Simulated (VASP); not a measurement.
Here is a VASP 6.6.1 calculation.

INCAR

```
SYSTEM = SiC
PREC = Accurate ; ENCUT = 520
EDIFF = 1E-8 ; ISMEAR = -1
SIGMA = 0.05 ; LREAL = .False.
LASPH = .True. ; NELM = 60
ALGO = Normal ; ISIF = 2
LWAVE = .False. ; LCHARG = .False.
GGA = PE ; LEFG = .True.
NBANDS = 11
```

File KPOINTS:

```
Automatic mesh
0
Gamma
  16 16 16
  0 0 0
```

The input POSCAR:

```
SiC
1.0
    0.0000000000      2.1371454226      2.1371454226
    2.1371454226      0.0000000000      2.1371454226
    2.1371454226      2.1371454226      0.0000000000
Si C
1 1
Direct
    0.0000000000      0.0000000000      0.0000000000
    0.7500000000      0.7500000000      0.7500000000
```

Potentials or basis: VASP PAW PBE potentials, release 64 (Si, C).

Command:

```console
$ cat potpaw_PBE.64/Si/POTCAR potpaw_PBE.64/C/POTCAR > POTCAR
$ mpirun -np 1 vasp_std > vasp.out
```

(1) Estimate the band gap on the k mesh.

(2) Predict the pressure.

## Answers

(1) 1.30 eV, indirect (least direct gap 4.60 eV).

(2) 17.8 GPa.

Caveat: without QUAD_EFG the Cq values of the log hold for a quadrupole moment of 1 mb, not for the nuclei.
